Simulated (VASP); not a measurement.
Write the native input for VASP 6.6.1 that does the following.

```yaml
Task: single point
Functional: PBE
Potentials_or_basis: VASP PAW PBE potentials, release 64 (Fe, O)
Cutoff: 520 eV
k_mesh: 9 × 9 × 9
Occupations: fermi-dirac, width 0.05 eV
Spin: collinear spin, ferromagnetic start
Starting_moments: "[4.5, 0.0] μB"
Fixed_moment: 4.5 μB
Dipole_correction: no
Further_INCAR_settings: ALGO = Normal; EDIFF = 1e-06; NBANDS = 18
```

The structure of FeO (Wuestite) lies in POSCAR:

```
FeO
1.0
    0.0000000000      2.1554000000      2.1554000000
    2.1554000000      0.0000000000      2.1554000000
    2.1554000000      2.1554000000      0.0000000000
Fe O
1 1
Direct
    0.0000000000      0.0000000000      0.0000000000
    0.5000000000      0.5000000000      0.5000000000
```

These files were run (other wordings do the same):

INCAR

```
SYSTEM = FeO
PREC = Accurate ; ENCUT = 520
EDIFF = 1E-6 ; ISMEAR = -1
SIGMA = 0.05 ; LREAL = .False.
LASPH = .True. ; NELM = 150
ALGO = Normal ; ISIF = 2
LWAVE = .False. ; LCHARG = .False.
ISPIN = 2 ; MAGMOM = 4.5 0
LORBIT = 11 ; NUPDOWN = 4.5
LMAXMIX = 4 ; GGA = PE
NBANDS = 18
```

KPOINTS

```
regular mesh
0
Gamma
  9 9 9
  0 0 0
```

Potentials or basis: VASP PAW PBE potentials, release 64 (Fe, O).

The run is started by

```console
$ cat potpaw_PBE.64/Fe/POTCAR potpaw_PBE.64/O/POTCAR > POTCAR
$ mpirun -np 1 vasp_std > vasp.out
```

It gave:

```
Pressure                                              : 11.4 GPa
Net moment                                            : 4.50 μB per cell
Site moments                                          : Fe +3.86; O +0.45 μB
Valence electrons inside the program's atomic spheres : Fe 6.68; O 5.00
```

Caveat: the total moment is fixed, so each spin has its own Fermi level; a cell with one magnetic atom can't hold antiferromagnetic order, which such compounds often take.

Run time: 42 s on 1 thread of Intel Xeon 8259CL (shared host), peak memory 0.16 GiB.
